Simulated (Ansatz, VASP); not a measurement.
# Al2BN3: VASP beside Ansatz

```
Al B N
1.0
     2.63123    0.00000    0.00000
     0.00000    2.63123    0.00000
     0.00000    0.00000    9.89798
Al B N
2 1 3
Direct
  0.50000 0.00000 0.39177
  0.00000 0.50000 0.60823
  0.50000 0.50000 0.00000
  0.00000 0.00000 0.00000
  0.50000 0.00000 0.61459
  0.00000 0.50000 0.38541
```

Change from the starting cell: species swapped into the Mn3CoAs2 type (P-4m2, No. 115).

Alike in both runs: functional PBE; k mesh 6 × 6 × 4; occupations gaussian, width 0.1 eV; no spin polarisation.

Ansatz relaxed the structure, and its values are those at the end. VASP's run is a single point on that final structure, the one shown.

```csv
,VASP,Ansatz
version,VASP 6.6.1,Ansatz 0.2.0
potentials or method,"VASP PAW PBE potentials, release 64 (Al, B, N), cutoff 520 eV","scalar-relativistic, plane waves, PAW"
valence electrons in the cell,24,24
```

|  | VASP | Ansatz | Ansatz less VASP |
| --- | --- | --- | --- |
| gap on the k mesh at the Fermi level (eV) | none | none | - |
| pressure (GPa) | 0.0 | 0.1 | +0.08 |

A gap of «none» marks a metal or a gap that the smearing closes.

The k mesh is coarse, so the values compare programs but aren't converged.
